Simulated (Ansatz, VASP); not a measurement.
Two plane-wave programs on As

```xyz
4
Lattice="1.8680 -5.4136 0.0000 1.8680 5.4136 0.0000 0.0000 0.0000 4.2982" Properties=species:S:1:pos:R:3 pbc="T T T"
As    1.8680    4.1938    0.2390
As    1.8680   -4.1938    4.0592
As    1.8680    1.2198    2.3881
As    1.8680   -1.2198    1.9101
```

Alike in both runs: functional PBE; dispersion D3(BJ); k mesh 12 × 12 × 10; occupations gaussian, width 0.1 eV; no spin polarisation.

Ansatz relaxed the structure, and its values are those at the end. VASP's run is a single point on that final structure, the one shown.

```csv
,VASP,Ansatz
version,VASP 6.6.1,Ansatz 0.2.0
potentials or method,"VASP PAW PBE potentials, release 64 (As), cutoff 500 eV","scalar-relativistic, plane waves, PAW"
valence electrons in the cell,20,60
```

|  | VASP | Ansatz | Ansatz less VASP |
| --- | --- | --- | --- |
| gap on the k mesh at the Fermi level (eV) | none | none | - |
| pressure (GPa) | 0.3 | 0.0 | -0.32 |
| rms of the force components (eV/Å) | 0.035 | 0.000 | -0.0346 |

A gap of «none» marks a metal or a gap that the smearing closes. VASP's potentials hold 20 valence electrons a cell and Ansatz's 60, so a difference there can come from the potentials and not from the codes.
